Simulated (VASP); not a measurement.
# TaSi2 (I4/mmm) in VASP: further runs

TaSi2 is run at these levels: r2SCAN; tasks: single point.

Everything below comes from runs of VASP 6.6.1. Logs are shortened: lines on timing, memory, paths and dates and some standing lists are left out, and cuts for length are marked.

### Step 1. The cell of the first run

The structure is tetragonal, space group I4/mmm (No. 139). Conventional cell: a = 3.256 Å, b = 3.256 Å, c = 7.913 Å, α = 90.00°, β = 90.00°, γ = 90.00°. Si (site symmetry 4mm) has 9 Si at 2.61 to 3.26 Å and 5 Ta at 2.65 Å within 3.4 Å. Within 3.5 Å of Ta (site symmetry 4/mmm) lie 10 Si at 2.65 Å and 4 Ta at 3.26 Å.

### Step 2. Single point, r2SCAN

POSCAR

```
TaSi2
1.0
   -1.6279959001      1.6279959001      3.9566251864
    1.6279959001     -1.6279959001      3.9566251864
    1.6279959001      1.6279959001     -3.9566251864
Si Ta
2 1
Direct
    0.3348248948      0.3348248948      0.0000000000
    0.6651751052      0.6651751052      0.0000000000
    0.0000000000      0.0000000000      0.0000000000
```

INCAR.step1

```
SYSTEM = TaSi2
  PREC = Accurate
  ENCUT = 520
  ISMEAR = 0
  SIGMA = 0.1
  LREAL = .FALSE.
  LASPH = .TRUE.
  NELM = 60
  NBANDS = 16
  GGA = PE
  ALGO = Normal
  EDIFF = 1E-4
  LWAVE = .TRUE.
  LCHARG = .FALSE.
```

INCAR.step2

```
SYSTEM = TaSi2
  PREC = Accurate
  ENCUT = 520
  EDIFF = 1E-6
  ISMEAR = 0
  SIGMA = 0.1
  LREAL = .FALSE.
  LASPH = .TRUE.
  NELM = 60
  ALGO = Normal
  ISIF = 2
  LWAVE = .FALSE.
  LCHARG = .FALSE.
  METAGGA = R2SCAN
  LMIXTAU = .TRUE.
  NBANDS = 16
  ISTART = 1
```

KPOINTS

```
Automatic mesh
0
G
  8 8 8
  0 0 0
```

Potentials or basis: VASP PAW PBE potentials, release 64 (Si, Ta_pv).

Command:

```sh
cat potpaw_PBE.64/Si/POTCAR potpaw_PBE.64/Ta_pv/POTCAR > POTCAR
cp INCAR.step1 INCAR
mpirun -np 1 vasp_std > vasp.out
cp INCAR.step2 INCAR
mpirun -np 1 vasp_std > vasp.out
```

OUTCAR:

```text
SYSTEM = TaSi2
   PREC = Accurate
   ENCUT = 520
   EDIFF = 1E-6
   ISMEAR = 0
   LREAL = .FALSE.
   LASPH = .TRUE.
   NELM = 60
   ISIF = 2
   METAGGA = R2SCAN
   ISTART = 1

 ion  position               nearest neighbor table
   1  0.335  0.335  0.000-   2 2.61   3 2.65   3 2.65   3 2.65   3 2.65   3 2.65   2 2.67   2 2.67
                             2 2.67   2 2.67
   2  0.665  0.665  0.000-   1 2.61   3 2.65   3 2.65   3 2.65   3 2.65   3 2.65   1 2.67   1 2.67
                             1 2.67   1 2.67
   3  0.000  0.000  0.000-   2 2.65   2 2.65   1 2.65   2 2.65   1 2.65   1 2.65   2 2.65   1 2.65
                             1 2.65   2 2.65

  LATTYP: Found a body centered tetragonal cell.
 ALAT       =     3.2559918002
 C/A-ratio  =     2.4303655717

  Lattice vectors:

 A1 = (  -1.6279959001,   1.6279959001,   3.9566251864)
 A2 = (   1.6279959001,  -1.6279959001,   3.9566251864)
 A3 = (   1.6279959001,   1.6279959001,  -3.9566251864)

Analysis of symmetry for initial positions (statically):
=====================================================================
 Subroutine PRICEL returns:
 Original cell was already a primitive cell.

 Routine SETGRP: Setting up the symmetry group for a
 body centered tetragonal supercell.

 Subroutine GETGRP returns: Found 16 space group operations
 (whereof 16 operations were pure point group operations)
 out of a pool of 16 trial point group operations.

The static configuration has the point symmetry D_4h.

Analysis of symmetry for dynamics (positions and initial velocities):
=====================================================================
 Subroutine PRICEL returns:
 Original cell was already a primitive cell.

 Routine SETGRP: Setting up the symmetry group for a
 body centered tetragonal supercell.

 Subroutine GETGRP returns: Found 16 space group operations
 (whereof 16 operations were pure point group operations)
 out of a pool of 16 trial point group operations.

The dynamic configuration has the point symmetry D_4h.

 Subroutine INISYM returns: Found 16 space group operations
 (whereof 16 operations are pure point group operations),
 and found     1 'primitive' translations

----------------------------------------------------------------------------------------

                                     Primitive cell

  volume of cell :      41.9461

  direct lattice vectors                    reciprocal lattice vectors
    -1.627995900  1.627995900  3.956625186     0.000000000  0.307126081  0.126370322
     1.627995900 -1.627995900  3.956625186     0.307126081  0.000000000  0.126370322
     1.627995900  1.627995900 -3.956625186     0.307126081  0.307126081  0.000000000

  length of vectors
     4.577731334  4.577731334  4.577731334     0.332108247  0.332108247  0.434341869

  position of ions in fractional coordinates (direct lattice)
     0.334824895  0.334824895  0.000000000
     0.665175105  0.665175105  0.000000000
     0.000000000  0.000000000  0.000000000

  ion indices of the primitive-cell ions
   primitive index   ion index
                 1           1
                 2           2
                 3           3

----------------------------------------------------------------------------------------

 KPOINTS: Automatic mesh

Automatic generation of k-mesh.
 Grid dimensions read from file:
 generate k-points for:    8    8    8

 Generating k-lattice:

  Cartesian coordinates                     Fractional coordinates (reciprocal lattice)
     0.000000000  0.038390760  0.015796290     0.125000000  0.000000000  0.000000000
     0.038390760  0.000000000  0.015796290     0.000000000  0.125000000  0.000000000
     0.038390760  0.038390760  0.000000000     0.000000000  0.000000000  0.125000000

  Length of vectors
     0.041513531  0.041513531  0.054292734

  Shift w.r.t. Gamma in fractional coordinates (k-lattice)
     0.000000000  0.000000000  0.000000000

 Subroutine IBZKPT returns following result:
 ===========================================

 Found     59 irreducible k-points:

 Following reciprocal coordinates:
            Coordinates               Weight
  0.000000  0.000000  0.000000      1.000000
  0.125000  0.000000 -0.000000      8.000000
  0.250000  0.000000 -0.000000      8.000000
  0.375000  0.000000 -0.000000      8.000000
  0.500000  0.000000 -0.000000      4.000000
  0.125000  0.125000 -0.000000      8.000000
[... 16 lines left out ...]
  0.250000  0.125000  0.125000     16.000000
  0.375000  0.125000  0.125000      8.000000
 [... further k-points ...]
   k-points           NKPTS =     59   k-points in BZ     NKDIM =     59   number of bands    NBANDS=     16
   number of dos      NEDOS =    301   number of ions     NIONS =      3
   total plane-waves  NPLWV =  46656
   dimension x,y,z NGX =    36 NGY =   36 NGZ =   36
   dimension x,y,z NGXF=    72 NGYF=   72 NGZF=   72
   ions per type =               2   1
   NGX,Y,Z   is equivalent  to a cutoff of  13.07, 13.07, 13.07 a.u.
   NGXF,Y,Z  is equivalent  to a cutoff of  26.15, 26.15, 26.15 a.u.
 SYSTEM =  TaSi2
   PREC   = accura    normal or accurate (medium, high low for compatibility)
   ISTART =      1    job   : 0-new  1-cont  2-samecut
   ICHARG =      0    charge: 1-file 2-atom 10-const
   ISPIN  =      1    spin polarized calculation?
   LNONCOLLINEAR =      F non collinear calculations
   LSORBIT =      F    spin-orbit coupling
   LASPH  =      T    aspherical Exc in radial PAW
   ENCUT  =  520.0 eV  38.22 Ry    6.18 a.u.   8.51  8.51  8.51*2*pi/ulx,y,z
   NELM   =     60;   NELMIN=  2; NELMDL=  0     # of ELM steps
   EDIFF  = 0.1E-05   stopping-criterion for ELM
   LREAL  =      F    real-space projection
   EDIFFG = 0.1E-04   stopping-criterion for IOM
   NSW    =      0    number of steps for IOM
   IBRION =     -1    ionic relax: 0-MD 1-quasi-New 2-CG
   NFREE  =      0    steps in history (QN), initial steepest desc. (CG)
   ISIF   =      2    stress and relaxation
   ISYM   =      2    0-nonsym 1-usesym 2-fastsym
   POTIM  = 0.5000    time-step for ionic-motion
   TEBEG  =    0.0;   TEEND  =   0.0 temperature during run
   PSTRESS=    0.0 pullay stress
   NELECT =      19.0000    total number of electrons
   NUPDOWN=      -1.0000    fix difference up-down
   EMIN   =  10.00;   EMAX   =-10.00  energy-range for DOS
   EFERMI =   0.00;   METHOD = LEGACY
   ISMEAR =     0;   SIGMA  =   0.10  broadening in eV -4-tet -1-fermi 0-gaus
   EFERMI_NEDOS =   21; number of points for ismear=-14 and -15
   IALGO  =     38    algorithm
   IMIX   =      4    mixing-type and parameters
     AMIX     =   0.40;   BMIX     =  1.00
     AMIX_MAG =   1.60;   BMIX_MAG =  1.00
  volume/ion in A,a.u.               =      13.98        94.36
  Fermi-wavevector in a.u.,A,eV,Ry     =   1.257271  2.375897 21.507138  1.580730
  Thomas-Fermi vector in A             =   2.390938
   LORBIT       =      0    0 simple, 1 ext, 2 COOP (PROOUT), +10 PAW based schemes
   METAGGA = R2SCAN    functional components
   LHFCALC =     F    Hartree Fock is set to
   AEXX    =    0.0000 exact exchange contribution
   IVDW    =     0    specifies the selected vdW correction
   LEPSILON=     F    determine dielectric tensor
   LRPA    =     F    only Hartree local field effects (RPA)
 non-spin polarized calculation
 Gauss-broadening in eV      SIGMA  =   0.10
  energy-cutoff  :      520.00
  volume of cell :       41.95
 maximum number of plane-waves:      1149
 NGX is ok and might be reduce to    36
   NGX = 17   NGY = 17   NGZ = 17

 number of electron      19.0000001 magnetization

 Free energy of the ion-electron system (eV)
  ---------------------------------------------------
  ext. energy  EPLUGINS =         0.00000000
  ---------------------------------------------------
  free energy    TOTEN  =       -67.15246627 eV

  energy without entropy =      -67.14648247  energy(sigma->0) =      -67.14947437

 E-fermi :   9.0120     XC(G=0): -13.1747

 val. band max:        8.9901953159   @ k =  -0.1250   0.2500   0.1250
 cond. band min:       9.0130330736   @ k =  -0.2500   0.3750   0.1250
 fundamental gap:      0.0228377578
 Fermi energy:         9.0119879695

 k-point     1 :       0.0000    0.0000    0.0000
  band No.  band energies     occupation
      1     -25.7650      2.00000
      2     -25.6232      2.00000
      3     -25.6232      2.00000
      4      -4.6055      2.00000
      5       3.0134      2.00000
      6       6.0952      2.00000
[... 8 lines left out ...]
     15      15.7219      0.00000
     16      16.6537      0.00000

 k-point     2 :       0.1250    0.0000   -0.0000
  band No.  band energies     occupation
      1     -25.7619      2.00000
      2     -25.6677      2.00000
      3     -25.6191      2.00000
      4      -4.2939      2.00000
      5       3.0028      2.00000
      6       5.4490      2.00000
[... 8 lines left out ...]
     15      15.8926      0.00000
     16      16.6295      0.00000

 k-point     3 :       0.2500    0.0000   -0.0000
  band No.  band energies     occupation
      1     -25.7744      2.00000
      2     -25.7535      2.00000
      3     -25.6090      2.00000
      4      -3.3975      2.00000
      5       2.6398      2.00000
      6       4.5008      2.00000
[... 8 lines left out ...]
     15      16.0868      0.00000
     16      17.5587      0.00000

 k-point     4 :       0.3750    0.0000   -0.0000
  band No.  band energies     occupation
      1     -25.8777      2.00000
      2     -25.7462      2.00000
      3     -25.5990      2.00000
      4      -2.0240      2.00000
      5       1.3656      2.00000
      6       4.2933      2.00000
[... 8 lines left out ...]
     15      15.9364      0.00000
     16      17.6247      0.00000
[... 324 lines left out ...]
 k-point    22 :       0.1250    0.1250    0.1250
  band No.  band energies     occupation
      1     -25.7614      2.00000
      2     -25.7482      2.00000
      3     -25.7384      2.00000
      4      -2.4854      2.00000
      5       2.9155      2.00000
      6       4.4390      2.00000
[... 8 lines left out ...]
     15      15.5908      0.00000
     16      15.9214      0.00000

 k-point    23 :       0.2500    0.1250    0.1250
  band No.  band energies     occupation
      1     -25.8554      2.00000
      2     -25.7410      2.00000
      3     -25.7300      2.00000
      4      -1.2706      2.00000
      5       1.8107      2.00000
      6       3.9642      2.00000
[... 8 lines left out ...]
     15      16.4435      0.00000
     16      17.1765      0.00000

 k-point    24 :       0.3750    0.1250    0.1250
  band No.  band energies     occupation
      1     -25.8964      2.00000
      2     -25.7353      2.00000
      3     -25.7267      2.00000
      4      -0.0284      2.00000
      5       0.5194      2.00000
      6       3.8774      2.00000
[... 8 lines left out ...]
     15      17.1286      0.00000
     16      17.7534      0.00000

 [... further k-points ...]
[... 5 lines left out ...]
  --------------------------------------------------------------------------------------
  -------------------------------------------------------------------------------------
  Total        1.6254262      1.6254262      4.0455814      0.0000000      0.0000000      0.0000000
  in kB       62.0849490     62.0849490    154.5254476      0.0000000      0.0000000      0.0000000
  external PRESSURE =      92.8984486 kB  Pullay stress =       0.0000000 kB

 VOLUME and BASIS-vectors are now :
 -----------------------------------------------------------------------------
  energy-cutoff  :      520.00
  volume of cell :       41.95
      direct lattice vectors                 reciprocal lattice vectors
    -1.627995900  1.627995900  3.956625186     0.000000000  0.307126081  0.126370322
     1.627995900 -1.627995900  3.956625186     0.307126081  0.000000000  0.126370322
     1.627995900  1.627995900 -3.956625186     0.307126081  0.307126081  0.000000000

 POSITION                                       TOTAL-FORCE (eV/Angst)
 -----------------------------------------------------------------------------------
      0.00000      0.00000      2.64955         0.000000      0.000000     -0.394367
      0.00000      0.00000      5.26370        -0.000000     -0.000000      0.394367
      0.00000      0.00000      0.00000        -0.000000     -0.000000      0.000000
 -----------------------------------------------------------------------------------
    total drift:                               -0.000000      0.000000      0.000000

  FREE ENERGIE OF THE ION-ELECTRON SYSTEM (eV)
  ---------------------------------------------------
  free  energy   TOTEN  =       -67.1524662750 eV

  energy  without entropy=      -67.1464824729  energy(sigma->0) =      -67.14947437
```

It took 85 s on 1 thread of Intel Xeon 6975P-C (Granite Rapids), shared host; peak memory 0.23 GiB.

What came out:

| Property | Result |
| --- | --- |
| Free energy | -67.1525 eV |
| Pressure | 9.3 GPa |
| Largest force | 0.394 eV/Å |

Forces on the atoms (eV/Å):
```
Si   0.000  0.000 -0.394
Si   0.000  0.000  0.394
Ta   0.000  0.000  0.000
```

Stress tensor (GPa, compression positive):
```
 6.21  0.00  0.00
 0.00  6.21  0.00
 0.00  0.00 15.45
```

Caveat: the PAW data sets were made with another functional, which shifts forces and pressure a little; spin-orbit coupling is left out, which moves the levels of the heavy elements.

(Part 1 of 2 ends here.)
